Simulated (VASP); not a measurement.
Write the native input for VASP 6.6.1 that does the following.

| Quantity | Value |
| --- | --- |
| Task | single point |
| Functional | PBEsol |
| Potentials or basis | VASP PAW PBE potentials, release 64 (Hf_pv, O) |
| Cutoff | 520 eV |
| k mesh | 8 × 8 × 8 |
| Occupations | gaussian, width 0.05 eV |
| Spin | no spin polarisation |
| Dipole correction | no |
| Further INCAR settings | ALGO = Normal; EDIFF = 1e-06; NBANDS = 18 |

The structure of HfO2 lies in POSCAR:

```
HfO2
1.0
    0.0674097967      2.5336218710      2.5336218710
    2.5336218710      0.0674097967      2.5336218710
    2.5336218710      2.5336218710      0.0674097967
Hf O
1 2
Direct
    0.0000000000      0.0000000000      0.0000000000
    0.2500000000      0.2500000000      0.2500000000
    0.7500000000      0.7500000000      0.7500000000
```

These files were run (other wordings do the same):

INCAR

```
SYSTEM = HfO2
PREC     = Accurate       ! precision mode
ENCUT    = 520            ! plane-wave cutoff, eV
EDIFF    = 1E-6           ! SCF threshold, eV
ISMEAR   = 0              ! smearing method
SIGMA    = 0.05           ! smearing width, eV
LREAL    = .FALSE.        ! projectors in reciprocal space
LASPH    = .TRUE.         ! aspherical terms in the spheres
NELM     = 60             ! most SCF steps
ALGO     = Normal         ! electronic algorithm
ISIF     = 2              ! what is computed and relaxed
LWAVE    = .FALSE.        ! write WAVECAR
LCHARG   = .FALSE.        ! write CHGCAR
GGA      = PS             ! functional
NBANDS   = 18             ! bands
```

KPOINTS

```
regular mesh
0
G
  8 8 8
  0 0 0
```

Potentials or basis: VASP PAW PBE potentials, release 64 (Hf_pv, O).

Run with:

```bash
$ cat potpaw_PBE.64/Hf_pv/POTCAR potpaw_PBE.64/O/POTCAR > POTCAR
$ mpirun -np 1 vasp_std > vasp.out
```

Results of the run:

```
Pressure               : 4.1 GPa
Largest force          : 0.353 eV/Å
Band gap on the k mesh : 3.80 eV, direct
```

Caveat: the PAW data sets were made with another functional, which shifts forces and pressure a little; spin-orbit coupling is left out, which moves the levels of the heavy elements.

It took 44 s on 1 thread of Intel(R) Xeon(R) Platinum 8259CL CPU @ 2.50GHz (Skylake/Cascade Lake), on a shared host, peak memory 0.18 GiB.
